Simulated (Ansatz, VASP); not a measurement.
Pt: VASP beside Ansatz

```
Pt
1.0
     2.72352    0.00000    0.00000
    -0.90784    2.56776    0.00000
    -0.90784   -1.28388    2.22375
Pt
1
Direct
  0.00000 0.00000 0.00000
```

Alike in both runs: functional BLYP; dispersion D3(BJ); k mesh 13 × 13 × 13; occupations fermi-dirac, width 0.05 eV; no spin polarisation.

Ansatz relaxed the structure, and its values are those at the end. VASP's run is a single point on that final structure, the one shown.

```csv
,VASP,Ansatz
version,VASP 6.6.1,Ansatz 0.2.0
potentials or method,"VASP PAW PBE potentials, release 64 (Pt), cutoff 520 eV","plane waves, PAW"
valence electrons in the cell,10,18
```

Ansatz gave:

| Item | Value |
| --- | --- |
| pressure (GPa) | 0.0 |

Task: Which values does VASP return?

Result: Pressure (GPa): 1.4.

VASP's potentials were made for PBE, not for BLYP. VASP's potentials hold 10 valence electrons a cell and Ansatz's 18, so a difference there can come from the potentials and not from the codes. Ansatz's warnings: stress scf threshold loose.

Spin-orbit coupling is off throughout.
